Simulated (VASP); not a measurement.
# CoO (P1) in VASP: single point with PBE

Aim: the single point of CoO with PBE.

Program: VASP 6.6.1. These are calculated values, not measurements. Logs are shortened: lines on timing, memory, paths and dates and some standing lists are left out, and cuts for length are marked.

## 1. The cell of the first run

The typed cell holds 2 atoms: a = 2.856 Å, b = 2.856 Å, c = 2.788 Å, α = 90.00°, β = 90.00°, γ = 120.00°.

## 2. Single point, PBE, collinear spin, ferromagnetic start (atoms moved at random)

INCAR

```
SYSTEM = CoO
ALGO = Normal ; EDIFF = 1E-7
ENCUT = 520 ; GGA = PE
ISIF = 2 ; ISMEAR = -1
ISPIN = 2 ; LASPH = .TRUE.
LCHARG = .FALSE. ; LMAXMIX = 4
LORBIT = 11 ; LREAL = .FALSE.
LWAVE = .FALSE. ; MAGMOM = 2 0
NBANDS = 18 ; NELM = 150
PREC = Accurate ; SIGMA = 0.05
```

KPOINTS

```
k-points
0
G
  11 11 10
  0 0 0
```

POSCAR

```
CoO
1.0
    2.8562992300      0.0000000000      0.0000000000
   -1.4281496100      2.4736276900      0.0000000000
    0.0000000000      0.0000000000      2.7876065300
Co O
1 1
Direct
    0.0117820000      0.0045690000     -0.0189760000
    0.6454250000      0.3278740000      0.5075580000
```

Potentials or basis: VASP PAW PBE potentials, release 64 (Co, O).

Command:

```
$ cat potpaw_PBE.64/Co/POTCAR potpaw_PBE.64/O/POTCAR > POTCAR
$ mpirun -np 1 vasp_std > vasp.out
```

OUTCAR:

```text
SYSTEM = CoO
   EDIFF = 1E-7
   ENCUT = 520
   GGA = PE
   ISIF = 2
   ISMEAR = -1
   ISPIN = 2
   LASPH = .TRUE.
   LORBIT = 11
   LREAL = .FALSE.
   NELM = 150
   PREC = Accurate

 ion  position               nearest neighbor table
   1  0.012  0.005  0.981-   2 2.05   2 2.13   2 2.15   2 2.16   2 2.23   2 2.25
   2  0.645  0.328  0.508-   1 2.05   1 2.13   1 2.15   1 2.16   1 2.23   1 2.25

  LATTYP: Found a hexagonal cell.
 ALAT       =     2.8562992300
 C/A-ratio  =     0.9759504539

  Lattice vectors:

 A1 = (   2.8562992300,   0.0000000000,   0.0000000000)
 A2 = (  -1.4281496100,   2.4736276900,   0.0000000000)
 A3 = (   0.0000000000,   0.0000000000,   2.7876065300)

Analysis of symmetry for initial positions (statically):
=====================================================================
 Subroutine PRICEL returns:
 Original cell was already a primitive cell.

 Routine SETGRP: Setting up the symmetry group for a
 hexagonal supercell.

 Subroutine GETGRP returns: Found  1 space group operations
 (whereof  1 operations were pure point group operations)
 out of a pool of 24 trial point group operations.

The static configuration has the point symmetry C_1 .

Analysis of symmetry for dynamics (positions and initial velocities):
=====================================================================
 Subroutine PRICEL returns:
 Original cell was already a primitive cell.

 Routine SETGRP: Setting up the symmetry group for a
 hexagonal supercell.

 Subroutine GETGRP returns: Found  1 space group operations
 (whereof  1 operations were pure point group operations)
 out of a pool of 24 trial point group operations.

The dynamic configuration has the point symmetry C_1 .

Analysis of structural, dynamic, and magnetic symmetry:
=====================================================================
 Subroutine PRICEL returns:
 Original cell was already a primitive cell.

 Routine SETGRP: Setting up the symmetry group for a
 hexagonal supercell.

 Subroutine GETGRP returns: Found  1 space group operations
 (whereof  1 operations were pure point group operations)
 out of a pool of 24 trial point group operations.

The overall configuration has the point symmetry C_1 .

 Subroutine INISYM returns: Found  1 space group operations
 (whereof  1 operations are pure point group operations),
 and found     1 'primitive' translations

----------------------------------------------------------------------------------------

                                     Primitive cell

  volume of cell :      19.6956

  direct lattice vectors                    reciprocal lattice vectors
     2.856299230  0.000000000  0.000000000     0.350103375  0.202132277  0.000000000
    -1.428149610  2.473627690  0.000000000     0.000000000  0.404264556  0.000000000
     0.000000000  0.000000000  2.787606530     0.000000000  0.000000000  0.358730685

  length of vectors
     2.856299230  2.856299224  2.787606530     0.404264555  0.404264556  0.358730685

  position of ions in fractional coordinates (direct lattice)
     0.011782000  0.004569000  0.981024000
     0.645425000  0.327874000  0.507558000

  ion indices of the primitive-cell ions
   primitive index   ion index
                 1           1
                 2           2

----------------------------------------------------------------------------------------

 KPOINTS: k-points

Automatic generation of k-mesh.
 Grid dimensions read from file:
 generate k-points for:   11   11   10

 Generating k-lattice:

  Cartesian coordinates                     Fractional coordinates (reciprocal lattice)
     0.031827580  0.018375662  0.000000000     0.090909091  0.000000000  0.000000000
     0.000000000  0.036751323  0.000000000     0.000000000  0.090909091  0.000000000
     0.000000000  0.000000000  0.035873068     0.000000000  0.000000000  0.100000000

  Length of vectors
     0.036751323  0.036751323  0.035873068

  Shift w.r.t. Gamma in fractional coordinates (k-lattice)
     0.000000000  0.000000000  0.000000000

 Subroutine IBZKPT returns following result:
 ===========================================

 Found    606 irreducible k-points:

 Following reciprocal coordinates:
            Coordinates               Weight
  0.000000  0.000000  0.000000      1.000000
  0.090909  0.000000  0.000000      2.000000
  0.000000  0.090909  0.000000      2.000000
 -0.090909  0.090909  0.000000      2.000000
  0.181818  0.000000  0.000000      2.000000
  0.000000  0.181818  0.000000      2.000000
[... 16 lines left out ...]
 -0.181818  0.272727  0.000000      2.000000
  0.090909  0.181818  0.000000      2.000000
 [... further k-points ...]
   k-points           NKPTS =    606   k-points in BZ     NKDIM =    606   number of bands    NBANDS=     18
   number of dos      NEDOS =    301   number of ions     NIONS =      2
   total plane-waves  NPLWV =  13824
   dimension x,y,z NGX =    24 NGY =   24 NGZ =   24
   dimension x,y,z NGXF=    48 NGYF=   48 NGZF=   48
   ions per type =               1   1
   NGX,Y,Z   is equivalent  to a cutoff of  13.97, 13.97, 14.31 a.u.
   NGXF,Y,Z  is equivalent  to a cutoff of  27.94, 27.94, 28.63 a.u.
 SYSTEM =  CoO
   PREC   = accura    normal or accurate (medium, high low for compatibility)
   ISTART =      0    job   : 0-new  1-cont  2-samecut
   ICHARG =      2    charge: 1-file 2-atom 10-const
   ISPIN  =      2    spin polarized calculation?
   LNONCOLLINEAR =      F non collinear calculations
   LSORBIT =      F    spin-orbit coupling
   LASPH  =      T    aspherical Exc in radial PAW
   ENCUT  =  520.0 eV  38.22 Ry    6.18 a.u.   5.31  5.31  5.18*2*pi/ulx,y,z
   NELM   =    150;   NELMIN=  2; NELMDL= -5     # of ELM steps
   EDIFF  = 0.1E-06   stopping-criterion for ELM
   LREAL  =      F    real-space projection
   EDIFFG = 0.1E-05   stopping-criterion for IOM
   NSW    =      0    number of steps for IOM
   IBRION =     -1    ionic relax: 0-MD 1-quasi-New 2-CG
   NFREE  =      0    steps in history (QN), initial steepest desc. (CG)
   ISIF   =      2    stress and relaxation
   ISYM   =      2    0-nonsym 1-usesym 2-fastsym
   POTIM  = 0.5000    time-step for ionic-motion
   TEBEG  =    0.0;   TEEND  =   0.0 temperature during run
   PSTRESS=    0.0 pullay stress
   NELECT =      15.0000    total number of electrons
   NUPDOWN=      -1.0000    fix difference up-down
   EMIN   =  10.00;   EMAX   =-10.00  energy-range for DOS
   EFERMI =   0.00;   METHOD = LEGACY
   ISMEAR =    -1;   SIGMA  =   0.05  broadening in eV -4-tet -1-fermi 0-gaus
   EFERMI_NEDOS =   21; number of points for ismear=-14 and -15
   IALGO  =     38    algorithm
   IMIX   =      4    mixing-type and parameters
     AMIX     =   0.40;   BMIX     =  1.00
     AMIX_MAG =   1.60;   BMIX_MAG =  1.00
  volume/ion in A,a.u.               =       9.85        66.46
  Fermi-wavevector in a.u.,A,eV,Ry     =   1.495026  2.825189 30.410419  2.235103
  Thomas-Fermi vector in A             =   2.607224
   LORBIT       =     11    0 simple, 1 ext, 2 COOP (PROOUT), +10 PAW based schemes
   GGA     = PE    functional components
   LHFCALC =     F    Hartree Fock is set to
   AEXX    =    0.0000 exact exchange contribution
   IVDW    =     0    specifies the selected vdW correction
   LEPSILON=     F    determine dielectric tensor
   LRPA    =     F    only Hartree local field effects (RPA)
 spin polarized calculation
  energy-cutoff  :      520.00
  volume of cell :       19.70
 maximum number of plane-waves:       547
 NGX is ok and might be reduce to    24
   NGX = 11   NGY = 11   NGZ = 11

 number of electron      14.9999998 magnetization       3.0000917

 Free energy of the ion-electron system (eV)
  ---------------------------------------------------
  ext. energy  EPLUGINS =         0.00000000
  ---------------------------------------------------
  free energy    TOTEN  =       -12.90258288 eV

  energy without entropy =      -12.87619623  energy(sigma->0) =      -12.88938956

 E-fermi :   7.5821     XC(G=0): -12.3220

 val. band max:        7.5816296905   @ k =  -0.1818   0.0909   0.5000
 cond. band min:       7.5842924955   @ k =  -0.0909  -0.0000   0.1000
 fundamental gap:      0.0026628049
 Fermi energy:         7.5821279896

 spin component 1

 k-point     1 :       0.0000    0.0000    0.0000
  band No.  band energies     occupation
      1     -12.5258      1.00000
      2       2.7736      1.00000
      3       2.9255      1.00000
      4       3.2571      1.00000
      5       4.1298      1.00000
      6       4.6880      1.00000
[... 10 lines left out ...]
     17      33.3283      0.00000
     18      37.5708      0.00000
[... 463 lines left out ...]
 k-point    24 :       0.0909    0.1818    0.0000
  band No.  band energies     occupation
      1     -12.0300      1.00000
      2       1.3761      1.00000
      3       2.8619      1.00000
      4       3.1032      1.00000
      5       3.7718      1.00000
      6       4.6108      1.00000
[... 10 lines left out ...]
     17      34.8230      0.00000
     18      36.1283      0.00000

 [... further k-points ...]

 spin component 2

 k-point     1 :       0.0000    0.0000    0.0000
  band No.  band energies     occupation
      1     -11.8816      1.00000
      2       4.1523      1.00000
      3       4.2268      1.00000
      4       4.4674      1.00000
      5       5.3306      1.00000
      6       7.7620      0.02665
[... 10 lines left out ...]
     17      33.9781      0.00000
     18      37.8838      0.00000
[... 463 lines left out ...]
 k-point    24 :       0.0909    0.1818    0.0000
  band No.  band energies     occupation
      1     -11.3607      1.00000
      2       2.2203      1.00000
      3       4.1564      1.00000
      4       4.3060      1.00000
      5       5.5468      1.00000
      6       7.4207      0.96190
[... 10 lines left out ...]
     17      35.3995      0.00000
     18      36.3247      0.00000

 [... further k-points ...]

------------------------ aborting loop because EDIFF is reached ----------------------------------------

  FORCE on cell =-STRESS in cart. coord.  units (eV):
  Direction    XX          YY          ZZ          XY          YZ          ZX
  --------------------------------------------------------------------------------------
  -------------------------------------------------------------------------------------
  Total       -0.6572098     -0.6672858     -1.2550620     -0.0005758     -0.0388195     -0.0973606
  in kB      -53.4619854    -54.2816397   -102.0954221     -0.0468423     -3.1578469     -7.9199868
  external PRESSURE =     -69.9463491 kB  Pullay stress =       0.0000000 kB

 VOLUME and BASIS-vectors are now :
 -----------------------------------------------------------------------------
  energy-cutoff  :      520.00
  volume of cell :       19.70
      direct lattice vectors                 reciprocal lattice vectors
     2.856299230  0.000000000  0.000000000     0.350103375  0.202132277  0.000000000
    -1.428149610  2.473627690  0.000000000     0.000000000  0.404264556  0.000000000
     0.000000000  0.000000000  2.787606530     0.000000000  0.000000000  0.358730685

 POSITION                                       TOTAL-FORCE (eV/Angst)
 -----------------------------------------------------------------------------------
      0.02713      0.01130      2.73471        -0.185374     -0.059202      0.101297
      1.37527      0.81104      1.41487         0.185374      0.059202     -0.101297
 -----------------------------------------------------------------------------------
    total drift:                               -0.000093     -0.000052      0.000061

  FREE ENERGIE OF THE ION-ELECTRON SYSTEM (eV)
  ---------------------------------------------------
  free  energy   TOTEN  =       -12.9025828773 eV

  energy  without entropy=      -12.8761962335  energy(sigma->0) =      -12.88938956

 total charge

# of ion       s       p       d       tot
------------------------------------------
    1        0.300   0.365   7.120   7.786
    2        1.564   3.383   0.000   4.947
--------------------------------------------------
tot          1.864   3.748   7.120  12.732

 magnetization (x)

# of ion       s       p       d       tot
------------------------------------------
    1        0.007   0.008   2.537   2.552
    2        0.024   0.374   0.000   0.398
--------------------------------------------------
tot          0.031   0.382   2.537   2.951
```

Wall time 14 min (1 thread of Oxide Virtual Turin-like, shared host); peak memory 0.38 GiB.

Results:

```yaml
Free_energy: -12.9026 eV
Pressure: -7.0 GPa
Largest_force: 0.219 eV/Å
Band_gap_on_the_k_mesh: zero (filled and empty bands overlap)
Net_moment: 3.00 μB per cell
Site_moments: Co +2.55; O +0.40 μB
Valence_electrons_inside_the_program's_atomic_spheres: Co 7.79; O 4.95
```

Forces on the atoms (eV/Å):
```
Co  -0.185 -0.059  0.101
O    0.185  0.059 -0.101
```

Stress tensor (GPa, compression positive):
```
 -5.35   0.00  -0.79
  0.00  -5.43  -0.32
 -0.79  -0.32 -10.21
```

Caveat: the cell differs from its parent crystal (atoms moved at random); a cell with one magnetic atom can't hold antiferromagnetic order, which such compounds often take; semilocal functionals often make such compounds metallic where correlation or magnetic order opens a gap, which also shifts bond lengths.
